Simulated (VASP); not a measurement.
# MnF2 (P4_2/mnm) in VASP: single point with PBEsol+U

Aim: the single point of MnF2 with PBEsol+U.

Program: VASP 6.6.1. These are calculated values, not measurements. Logs are shortened: lines on timing, memory, paths and dates and some standing lists are left out, and cuts for length are marked.

## Step 1: The cell of the first run

Symmetry: P4_2/mnm, No. 136, tetragonal system. The conventional cell has a = 4.899 Å, b = 4.899 Å, c = 3.315 Å, α = 90.00°, β = 90.00°, γ = 90.00°. Mn (site symmetry mmm) has 6 F at 2.11 to 2.14 Å within 2.8 Å. Within 2.8 Å of F (site symmetry m2m) lie 3 Mn at 2.11 to 2.14 Å and 1 F at 2.70 Å.

## Step 2: Single point, PBEsol+U, collinear spin, antiferromagnetic start

Contents of INCAR:

```
SYSTEM = MnF2
PREC = Accurate
ENCUT = 520
EDIFF = 1E-6
ISMEAR = 0
SIGMA = 0.01
LREAL = .FALSE.
LASPH = .TRUE.
NELM = 150
ALGO = Normal
ISIF = 2
LWAVE = .FALSE.
LCHARG = .FALSE.
ISPIN = 2
MAGMOM = 5 -5 0 0 0 0
LORBIT = 11
LMAXMIX = 4
LDAU = .TRUE.
LDAUTYPE = 2
LDAUL = 2 -1
LDAUU = 4 0
LDAUJ = 0 0
LDAUPRINT = 1
GGA = PS
NBANDS = 40
```

Contents of KPOINTS:

```
Automatic mesh
0
G
  5 5 7
  0 0 0
```

Contents of POSCAR:

```
MnF2
1.0
    4.8994476422     -0.0000003295      0.0000000000
   -0.0000003295      4.8994476422      0.0000000000
    0.0000000000      0.0000000000      3.3152525489
Mn F
2 4
Direct
    0.0000000000      0.0000000000      0.0000000000
    0.5000000000      0.5000000000      0.5000000000
    0.3048719655      0.3048719655      0.0000000000
    0.1951280407      0.8048719593      0.5000000000
    0.6951280345      0.6951280345      0.0000000000
    0.8048719593      0.1951280407      0.5000000000
```

Potentials or basis: VASP PAW PBE potentials, release 64 (Mn_pv, F).

Launch:

```
$ cat potpaw_PBE.64/Mn_pv/POTCAR potpaw_PBE.64/F/POTCAR > POTCAR
$ mpirun -np 1 vasp_std > vasp.out
```

OUTCAR:

```text
SYSTEM = MnF2
   PREC = Accurate
   ENCUT = 520
   EDIFF = 1E-6
   ISMEAR = 0
   LREAL = .FALSE.
   LASPH = .TRUE.
   NELM = 150
   ISIF = 2
   ISPIN = 2
   LORBIT = 11
   GGA = PS

 ion  position               nearest neighbor table
   1  0.000  0.000  0.000-   3 2.11   5 2.11   4 2.14   6 2.14   4 2.14   6 2.14
   2  0.500  0.500  0.500-   4 2.11   6 2.11   5 2.14   3 2.14   3 2.14   5 2.14
   3  0.305  0.305  0.000-   1 2.11   2 2.14   2 2.14
   4  0.195  0.805  0.500-   2 2.11   1 2.14   1 2.14
   5  0.695  0.695  0.000-   1 2.11   2 2.14   2 2.14
   6  0.805  0.195  0.500-   2 2.11   1 2.14   1 2.14

  LATTYP: Found a simple tetragonal cell.
 ALAT       =     4.8994476422
 C/A-ratio  =     0.6766584299

  Lattice vectors:

 A1 = (   4.8994476422,  -0.0000003295,   0.0000000000)
 A2 = (  -0.0000003295,   4.8994476422,   0.0000000000)
 A3 = (   0.0000000000,   0.0000000000,   3.3152525489)

Analysis of symmetry for initial positions (statically):
=====================================================================
 Subroutine PRICEL returns:
 Original cell was already a primitive cell.

 Routine SETGRP: Setting up the symmetry group for a
 simple tetragonal supercell.

 Subroutine GETGRP returns: Found 16 space group operations
 (whereof  8 operations were pure point group operations)
 out of a pool of 16 trial point group operations.

The static configuration has the point symmetry D_2h.
 The point group associated with its full space group is D_4h.

Analysis of symmetry for dynamics (positions and initial velocities):
=====================================================================
 Subroutine PRICEL returns:
 Original cell was already a primitive cell.

 Routine SETGRP: Setting up the symmetry group for a
 simple tetragonal supercell.

 Subroutine GETGRP returns: Found 16 space group operations
 (whereof  8 operations were pure point group operations)
 out of a pool of 16 trial point group operations.

The dynamic configuration has the point symmetry D_2h.
 The point group associated with its full space group is D_4h.

Analysis of structural, dynamic, and magnetic symmetry:
=====================================================================
 Subroutine PRICEL returns:
 Original cell was already a primitive cell.

 Routine SETGRP: Setting up the symmetry group for a
 simple tetragonal supercell.

 Subroutine GETGRP returns: Found 16 space group operations
 (whereof  8 operations were pure point group operations)
 out of a pool of 16 trial point group operations.

The overall configuration has the point symmetry D_2h.
 The point group associated with its full space group is D_4h.

 Subroutine INISYM returns: Found 16 space group operations
 (whereof  8 operations are pure point group operations),
 and found     1 'primitive' translations

----------------------------------------------------------------------------------------

                                     Primitive cell

  volume of cell :      79.5813

  direct lattice vectors                    reciprocal lattice vectors
     4.899447642 -0.000000329  0.000000000     0.204104641  0.000000014  0.000000000
    -0.000000329  4.899447642  0.000000000     0.000000014  0.204104641  0.000000000
     0.000000000  0.000000000  3.315252549     0.000000000  0.000000000  0.301636145

  length of vectors
     4.899447642  4.899447642  3.315252549     0.204104641  0.204104641  0.301636145

  position of ions in fractional coordinates (direct lattice)
     0.000000000  0.000000000  0.000000000
     0.500000000  0.500000000  0.500000000
     0.304871965  0.304871965  0.000000000
[... 152 lines left out ...]
  o =  0.9442  v = -0.5979  0.0000 -0.8016  0.0000 -0.0000  0.0000  0.0000  0.0000  0.0000  0.0000      0.0000  0.0000  0.0000  0.0000  0.0000  0.0000  0.0000  0.0000  0.0000  0.0000
  o =  0.9472  v =  0.0000  0.7071 -0.0000  0.7071  0.0000  0.0000  0.0000  0.0000  0.0000  0.0000      0.0000  0.0000  0.0000  0.0000  0.0000  0.0000  0.0000  0.0000  0.0000  0.0000
  o =  0.9475  v =  0.0000  0.0000  0.0000  0.0000 -1.0000  0.0000  0.0000  0.0000  0.0000  0.0000      0.0000  0.0000  0.0000  0.0000  0.0000  0.0000  0.0000  0.0000  0.0000  0.0000
  o =  0.9808  v =  0.0000 -0.7071 -0.0000  0.7071  0.0000  0.0000  0.0000  0.0000  0.0000  0.0000      0.0000  0.0000  0.0000  0.0000  0.0000  0.0000  0.0000  0.0000  0.0000  0.0000
  o =  0.9834  v = -0.8016  0.0000  0.5979  0.0000  0.0000  0.0000  0.0000  0.0000  0.0000  0.0000      0.0000  0.0000  0.0000  0.0000  0.0000  0.0000  0.0000  0.0000  0.0000  0.0000

atom =   2  type =  1  l = 2

 onsite density matrix

spin component  1

  0.0448  0.0000  0.0248  0.0000 -0.0000
  0.0000  0.0369  0.0000  0.0213  0.0000
  0.0248  0.0000  0.0314  0.0000 -0.0000
  0.0000  0.0213  0.0000  0.0369  0.0000
 -0.0000  0.0000 -0.0000  0.0000  0.0135

spin component  2

  0.9694  0.0000  0.0188  0.0000  0.0000
  0.0000  0.9640  0.0000  0.0168  0.0000
  0.0188  0.0000  0.9582  0.0000 -0.0000
  0.0000  0.0168  0.0000  0.9640  0.0000
  0.0000  0.0000 -0.0000  0.0000  0.9475

 occupancies and eigenvectors

  o =  0.0124  v = -0.6078  0.0000  0.7941  0.0000  0.0000  0.0000  0.0000  0.0000  0.0000  0.0000      0.0000  0.0000  0.0000  0.0000  0.0000  0.0000  0.0000  0.0000  0.0000  0.0000
  o =  0.0135  v = -0.0000 -0.0000  0.0000  0.0000 -1.0000  0.0000  0.0000  0.0000  0.0000  0.0000      0.0000  0.0000  0.0000  0.0000  0.0000  0.0000  0.0000  0.0000  0.0000  0.0000
  o =  0.0156  v =  0.0000  0.7071  0.0000 -0.7071 -0.0000  0.0000  0.0000  0.0000  0.0000  0.0000      0.0000  0.0000  0.0000  0.0000  0.0000  0.0000  0.0000  0.0000  0.0000  0.0000
  o =  0.0583  v =  0.0000  0.7071  0.0000  0.7071 -0.0000  0.0000  0.0000  0.0000  0.0000  0.0000      0.0000  0.0000  0.0000  0.0000  0.0000  0.0000  0.0000  0.0000  0.0000  0.0000
  o =  0.0638  v = -0.7941  0.0000 -0.6078  0.0000  0.0000  0.0000  0.0000  0.0000  0.0000  0.0000      0.0000  0.0000  0.0000  0.0000  0.0000  0.0000  0.0000  0.0000  0.0000  0.0000
  o =  0.9442  v =  0.0000  0.0000  0.0000  0.0000  0.0000 -0.5979  0.0000  0.8016  0.0000  0.0000      0.0000  0.0000  0.0000  0.0000  0.0000  0.0000  0.0000  0.0000  0.0000  0.0000
  o =  0.9472  v =  0.0000  0.0000  0.0000  0.0000  0.0000  0.0000 -0.7071  0.0000  0.7071  0.0000      0.0000  0.0000  0.0000  0.0000  0.0000  0.0000  0.0000  0.0000  0.0000  0.0000
  o =  0.9475  v =  0.0000  0.0000  0.0000  0.0000  0.0000 -0.0000 -0.0000  0.0000  0.0000 -1.0000      0.0000  0.0000  0.0000  0.0000  0.0000  0.0000  0.0000  0.0000  0.0000  0.0000
  o =  0.9808  v =  0.0000  0.0000  0.0000  0.0000  0.0000  0.0000 -0.7071  0.0000 -0.7071  0.0000      0.0000  0.0000  0.0000  0.0000  0.0000  0.0000  0.0000  0.0000  0.0000  0.0000
  o =  0.9834  v =  0.0000  0.0000  0.0000  0.0000  0.0000 -0.8016 -0.0000 -0.5979  0.0000  0.0000      0.0000  0.0000  0.0000  0.0000  0.0000  0.0000  0.0000  0.0000  0.0000  0.0000

 number of electron      54.0000034 magnetization      -0.0000000

 Free energy of the ion-electron system (eV)
  ---------------------------------------------------
  ext. energy  EPLUGINS =         0.00000000
  ---------------------------------------------------
  free energy    TOTEN  =       -39.15359055 eV

  energy without entropy =      -39.15359055  energy(sigma->0) =      -39.15359055

 E-fermi :   1.3500     XC(G=0):  -9.9208

 val. band max:        1.1929726682   @ k =   0.2000   0.2000   0.0000
 cond. band min:       4.6027331601   @ k =   0.0000   0.0000   0.0000
 fundamental gap:      3.4097604919
 Fermi energy:         1.3500071313

 spin component 1

 k-point     1 :       0.0000    0.0000    0.0000
  band No.  band energies     occupation
      1     -46.8342      1.00000
      2     -46.7774      1.00000
      3     -46.7705      1.00000
      4     -41.8522      1.00000
      5     -41.7928      1.00000
      6     -41.7833      1.00000
[... 997 lines left out ...]
     38      12.4751      0.00000
     39      12.9339      0.00000
 Fermi energy:         1.3500071313

 spin component 2

 k-point     1 :       0.0000    0.0000    0.0000
  band No.  band energies     occupation
      1     -46.8342      1.00000
      2     -46.7774      1.00000
      3     -46.7705      1.00000
      4     -41.8522      1.00000
      5     -41.7928      1.00000
      6     -41.7833      1.00000
[... 997 lines left out ...]
     38      12.5586      0.00000
     39      12.6322      0.00000
 [bands above 39 left out]

------------------------ aborting loop because EDIFF is reached ----------------------------------------

  FORCE on cell =-STRESS in cart. coord.  units (eV):
  Direction    XX          YY          ZZ          XY          YZ          ZX
  --------------------------------------------------------------------------------------
  -------------------------------------------------------------------------------------
  Total       -0.4152121     -0.4152121     -0.5445750      0.0000001      0.0000000      0.0000000
  in kB       -8.3592968     -8.3592968    -10.9637073      0.0000011      0.0000000      0.0000000
  external PRESSURE =      -9.2274336 kB  Pullay stress =       0.0000000 kB

 VOLUME and BASIS-vectors are now :
 -----------------------------------------------------------------------------
  energy-cutoff  :      520.00
  volume of cell :       79.58
      direct lattice vectors                 reciprocal lattice vectors
     4.899447642 -0.000000329  0.000000000     0.204104641  0.000000014  0.000000000
    -0.000000329  4.899447642  0.000000000     0.000000014  0.204104641  0.000000000
     0.000000000  0.000000000  3.315252549     0.000000000  0.000000000  0.301636145

 POSITION                                       TOTAL-FORCE (eV/Angst)
 -----------------------------------------------------------------------------------
      0.00000      0.00000      0.00000         0.000000      0.000000      0.000000
      2.44972      2.44972      1.65763         0.000000      0.000000      0.000000
      1.49370      1.49370      0.00000         0.001400      0.001400     -0.000000
      0.95602      3.94343      1.65763        -0.001400      0.001400      0.000000
      3.40574      3.40574      0.00000        -0.001400     -0.001400      0.000000
      3.94343      0.95602      1.65763         0.001400     -0.001400      0.000000
 -----------------------------------------------------------------------------------
    total drift:                                0.000000      0.000000      0.000000

  FREE ENERGIE OF THE ION-ELECTRON SYSTEM (eV)
  ---------------------------------------------------
  free  energy   TOTEN  =       -39.1535905524 eV

  energy  without entropy=      -39.1535905524  energy(sigma->0) =      -39.15359055

 total charge

# of ion       s       p       d       tot
------------------------------------------
    1        0.164   6.147   4.948  11.259
    2        0.164   6.147   4.948  11.259
    3        1.731   4.360   0.000   6.090
    4        1.731   4.360   0.000   6.090
    5        1.731   4.360   0.000   6.090
    6        1.731   4.360   0.000   6.090
--------------------------------------------------
tot          7.252  29.732   9.896  46.880

 magnetization (x)

# of ion       s       p       d       tot
------------------------------------------
    1        0.019   0.018   4.630   4.667
    2       -0.019  -0.018  -4.630  -4.667
    3       -0.002  -0.015   0.000  -0.017
    4        0.002   0.015   0.000   0.017
    5       -0.002  -0.015   0.000  -0.017
    6        0.002   0.015   0.000   0.017
--------------------------------------------------
tot          0.000   0.000   0.000   0.000
```

Wall time 92 s (1 thread of Intel Xeon Platinum 8375C at 2.90GHz (Ice Lake), shared host); peak memory 0.27 GiB.

Results:

```yaml
Free_energy: -39.1536 eV
Pressure: -0.9 GPa
Band_gap_on_the_k_mesh: 3.41 eV, indirect (least direct gap 3.44 eV)
Net_moment: 0.00 μB per cell
Site_moments: Mn +4.67, -4.67; F -0.02, +0.02 μB
Valence_electrons_inside_the_program's_atomic_spheres: Mn 11.26; F 6.09
```

Eigenvalues of the final occupation matrices:
| site | spin | trace | eigenvalues |
| --- | --- | --- | --- |
| site 1 d | 1 | 4.80 | 0.94 0.95 0.95 0.98 0.98 |
| site 1 d | 2 | 0.16 | 0.01 0.01 0.02 0.06 0.06 |
| site 2 d | 1 | 0.16 | 0.01 0.01 0.02 0.06 0.06 |
| site 2 d | 2 | 4.80 | 0.94 0.95 0.95 0.98 0.98 |

Caveat: the PAW data sets were made with another functional, which shifts forces and pressure a little.
